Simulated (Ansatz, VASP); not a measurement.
ZnSe: VASP beside Ansatz

```xyz
4
Lattice="4.1077 0.0000 0.0000 0.0000 4.1077 0.0000 0.0000 0.0000 6.0704" Properties=species:S:1:pos:R:3 pbc="T T T"
Se    2.0539    0.0000    4.5753
Se    0.0000    2.0539    1.4950
Zn    2.0539    2.0539    0.0000
Zn    0.0000    0.0000    0.0000
```

Alike in both runs: task single point; functional PBE-based screened hybrid with a share of 0.05 of exact exchange and HFSCREEN = 0.2; k mesh 4 × 4 × 3; occupations fermi-dirac, width 0.05 eV; no spin polarisation.

|  | VASP | Ansatz |
| --- | --- | --- |
| version | VASP 6.6.1 | Ansatz 0.2.0 |
| potentials or method | VASP PAW PBE potentials, release 64 (Se, Zn) | Ansatz PAW |
| plane-wave cutoff (eV) | 520 | 420 |
| valence electrons in the cell | 36 | 56 |

Ansatz gave:

| Quantity | Value |
| --- | --- |
| gap on the k mesh at the Fermi level (eV) | 2.15 |
| least direct gap on the mesh (eV) | 2.15 |
| pressure (GPa) | -0.3 |
| traceless stress, the component that is largest in VASP (GPa) | -0.26 |
| rms of the force components (eV/Å) | 0.064 |

Problem. What did VASP give for the same quantities?

Solution. gap on the k mesh at the Fermi level (eV): 2.15; least direct gap on the mesh (eV): 2.15; pressure (GPa): -0.1; traceless stress, the component that is largest in VASP (GPa): -0.26; rms of the force components (eV/Å): 0.050.

VASP's potentials were made for PBE, not for PBE-based screened hybrid. Atom by atom the forces differ by 0.014 eV/Å (rms over components). With one functional, cell and mesh, what is left measures potentials, basis and numerics. VASP's potentials hold 36 valence electrons a cell and Ansatz's 56, so a difference there can come from the potentials and not from the codes.

Noted on Ansatz's run: odd divisions of the mesh miss points on the zone boundary, where band edges often lie, so the gap on the mesh can be too wide.
